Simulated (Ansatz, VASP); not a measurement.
**TaN in VASP and in Ansatz**

```
Ta N
1.0
     5.16636    0.00000    0.00000
    -2.58318    4.47419    0.00000
     0.00000    0.00000    2.88909
Ta N
3 3
Cartesian
  0.0000 0.0000 0.0000
  0.0000 2.9828 1.4445
  2.5832 1.4914 1.4445
  2.5832 0.0000 0.0000
  1.2916 2.2371 0.0000
  -1.2916 2.2371 0.0000
```

Alike in both runs: functional LDA; k mesh 5 × 5 × 8; no spin polarisation.

Ansatz relaxed the structure, and its values are those at the end. VASP's run is a single point on that final structure, the one shown.

```csv
,VASP,Ansatz
version,VASP 6.6.1,Ansatz 0.2.0
potentials or method,"VASP PAW LDA potentials, release 64 (Ta_pv, N)","plane waves, PAW"
plane-wave cutoff (eV),520,420
occupations,"methfessel-paxton of order 1, width 0.15 eV","cold, width 0.15 eV"
valence electrons in the cell,48,54
```

```csv
,VASP,Ansatz,Ansatz less VASP
pressure (GPa),1.8,0.0,-1.83
```

LDA's correlation is that of Perdew and Zunger in VASP and of Perdew and Wang (1992) in Ansatz. VASP's potentials hold 48 valence electrons a cell and Ansatz's 54, so a difference there can come from the potentials and not from the codes.

Spin-orbit coupling is off throughout.
